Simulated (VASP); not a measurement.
Runs of VASP 6.6.1 on C. The structure is that of space group Pm-3m (No. 221), or close to it. The cells are those of the table. 

```tsv
task	spin	cell	k mesh	cutoff (eV)	gap on the mesh (eV)	pressure (GPa)
single point	off	a = 1.744 Å, 1 atom	29 × 29 × 29	520	none	3.8
single point	off	a = 1.767 Å, 1 atom	20 × 20 × 20	520	none	-9.4
single point	off	a = 1.721 Å, 1 atom	20 × 20 × 20	520	none	19.4
relaxation of cell and atoms	off	relaxed from a = 1.926 Å, 1 atom	16 × 16 × 16	600	none	0.0
single point	off	a = 1.744 Å, 1 atom	20 × 20 × 20	520	none	3.7
single point	off	a = 1.697 Å, 1 atom	20 × 20 × 20	520	none	(c)
single point	off	a = 1.790 Å, 1 atom	20 × 20 × 20	520	none	-20.4
single point	off	a = 1.744 Å, 1 atom	16 × 16 × 16	520	none	1.0
single point	non-collinear, zero start, SOC	a = 1.744 Å, 1 atom	18 × 18 × 18	520	-	5.4
single point	off	a = 1.672 Å, 1 atom	20 × 20 × 20	520	none	(a)
single point	off	a = 1.811 Å, 1 atom	20 × 20 × 20	520	none	(b)
```

Alike in all rows: level LDA; potentials or basis VASP PAW LDA potentials, release 64 (C); smearing fermi-dirac 0.1 eV.

Task: Fill in the values left out.

Result: (a) 62.3; (b) -29.6; (c) 38.4.

A gap of «none» marks levels without a gap at the run's occupations.
